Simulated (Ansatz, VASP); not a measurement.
## Si4O in VASP and in Ansatz

```
Si O
1.0
     3.83334    0.00000    0.00000
     0.00000    3.83334    0.00000
     0.00000    0.00000   21.20348
Si O
4 1
Direct
  0.00000 0.50000 0.18865
  0.00000 0.00000 0.25257
  0.50000 0.00000 0.31919
  0.50000 0.50000 0.38218
  0.50000 0.00000 0.50008
```

Alike in both runs: task single point; functional PBE; dispersion D3(BJ); k mesh 7 × 7 × 1; occupations gaussian, width 0.05 eV; collinear spin.

|  | VASP | Ansatz |
| --- | --- | --- |
| version | VASP 6.6.1 | Ansatz 0.2.0 |
| potentials or method | VASP PAW PBE potentials, release 64 (Si, O), cutoff 520 eV | scalar-relativistic, plane waves, PAW |
| valence electrons in the cell | 22 | 22 |

Ansatz gave:

```
gap on the k mesh at the Fermi level (eV)                     : none
rms of the force components (eV/Å)                            : 0.258
net moment per atom (μB)                                      : 0.40
size of the moment on the site where the two differ most (μB) : 1.70
work function, face that differs most (eV)                    : 7.59
```

Task: Which values does VASP return?

Result: gap on the k mesh at the Fermi level (eV): none; rms of the force components (eV/Å): 0.255; net moment per atom (μB): 0.40; size of the moment on the site where the two differ most (μB): 1.37; work function, face that differs most (eV): 7.58.

Site moments also hang on the region over which each program counts them. Atom by atom the forces differ by 0.004 eV/Å (rms over components). A gap of «none» marks a metal or a gap that the smearing closes. Ansatz's warnings: xc potential rough in thin density.
